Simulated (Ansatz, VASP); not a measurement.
## Be3Si in VASP and in Ansatz

```xyz
4
Lattice="-1.7218 1.7218 3.6611 1.7218 -1.7218 3.6611 1.7218 1.7218 -3.6611" Properties=species:S:1:pos:R:3 pbc="T T T"
Be    0.0000    1.7218    1.8306
Be    1.7218    0.0000    1.8306
Be    0.0000    0.0000    3.6611
Si    0.0000    0.0000    0.0000
```

Alike in both runs: task single point; functional PBEsol; k mesh 18 × 18 × 18; occupations gaussian, width 0.1 eV; no spin polarisation.

|  | VASP | Ansatz |
| --- | --- | --- |
| version | VASP 6.6.1 | Ansatz 0.2.0 |
| potentials or method | VASP PAW PBE potentials, release 64 (Be, Si), cutoff 520 eV | scalar-relativistic, plane waves, PAW |
| valence electrons in the cell | 10 | 10 |

Ansatz gave:

```
gap on the k mesh at the Fermi level (eV)                     : none
pressure (GPa)                                                : -10.3
traceless stress, the component that is largest in VASP (GPa) : -7.74
```

Problem. Which values does VASP return?

Solution. gap on the k mesh at the Fermi level (eV): none; pressure (GPa): -10.1; traceless stress, the component that is largest in VASP (GPa): -7.75.

VASP's potentials were made for PBE, not for PBEsol. A gap of «none» marks a metal or a gap that the smearing closes. With one functional, cell and mesh, what is left measures potentials, basis and numerics.
